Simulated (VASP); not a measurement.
Crystal: TiTe2.

```
Te Ti
1.0
     3.69990    0.00000    0.00000
    -1.84995    3.20420    0.00000
     0.00000    0.00000    6.36535
Te Ti
2 1
Cartesian
  0.0000 2.1361 4.6925
  1.8499 1.0681 1.6728
  0.0000 0.0000 0.0000
```

This cell differs from its parent crystal: volume scaled by 0.94.

Program: VASP 6.6.1. Alike in all runs: task single point; no spin polarisation; cell as given; k mesh 8 × 8 × 4; cutoff (eV) 520; smearing fermi-dirac 0.05 eV.

**Question.** Order these runs on this cell by their pressure, lowest first.
A. level r2SCAN; potentials or basis VASP PAW PBE potentials, release 64 (Te, Ti_sv)
B. level PBEsol; potentials or basis VASP PAW PBE potentials, release 64 (Te, Ti_sv)
C. level LDA; potentials or basis VASP PAW LDA potentials, release 64 (Te, Ti_sv)

**Answer.** C (0.0 GPa), B (2.0 GPa), A (5.9 GPa).

Caveats: the PAW data sets were made with another functional, which shifts forces and pressure a little (some runs); this functional lacks dispersion, which binds the layers, so the pressure and a relaxed spacing across them are unreliable (some runs).
